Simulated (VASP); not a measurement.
ZnGaSi, 6 atoms in the cell. Symmetry: P4/nmm, No. 129, tetragonal system. Conventional cell: a = 3.204 Å, b = 3.204 Å, c = 8.079 Å, α = 90.00°, β = 90.00°, γ = 90.00°. Within 3.4 Å of Zn (site symmetry 4mm) lie 5 Si at 2.55 Å and 5 Ga at 2.71 to 2.87 Å and 4 Zn at 3.20 Å. Ga (site symmetry 4mm) has 8 Ga at 2.65 to 3.20 Å and 1 Si at 2.66 Å and 5 Zn at 2.71 to 2.87 Å within 3.5 Å. Within 3.4 Å of Si (site symmetry 4mm) lie 5 Zn at 2.55 Å and 8 Si at 2.65 to 3.20 Å and 1 Ga at 2.66 Å. 

```yaml
Program: VASP 6.6.1
Task: single point
Functional: PBE
Potentials_or_basis: VASP PAW PBE potentials, release 64 (Zn, Ga_d, Si)
Cutoff: 520 eV
k_mesh: 10 × 10 × 4
Occupations: gaussian, width 0.0208 eV
Spin: no spin polarisation
Dipole_correction: no
k_mesh_for_the_DOS: 15 × 15 × 6
Occupations_for_the_DOS: tetrahedron
Further_INCAR_settings: ALGO = Normal; EDIFF = 1e-06
```

Potentials or basis: VASP PAW PBE potentials, release 64 (Zn, Ga_d, Si).

Launch:

```sh
$ cat potpaw_PBE.64/Zn/POTCAR potpaw_PBE.64/Ga_d/POTCAR potpaw_PBE.64/Si/POTCAR > POTCAR
$ cp INCAR.step1 INCAR
$ cp KPOINTS.step1 KPOINTS
$ mpirun -np 1 vasp_std > vasp.out
$ cp INCAR.step2 INCAR
$ cp KPOINTS.step2 KPOINTS
$ mpirun -np 1 vasp_std > vasp.out
```

Hardware: 1 thread of Intel(R) Xeon(R) Platinum 8559C (Emerald Rapids), on a shared host.

Task: Estimate the wall time of this run.

Result: Wall time 2.8 min on 1 thread of Intel(R) Xeon(R) Platinum 8559C (Emerald Rapids) (shared host), peak memory 0.44 GiB. Counts: k points 144.
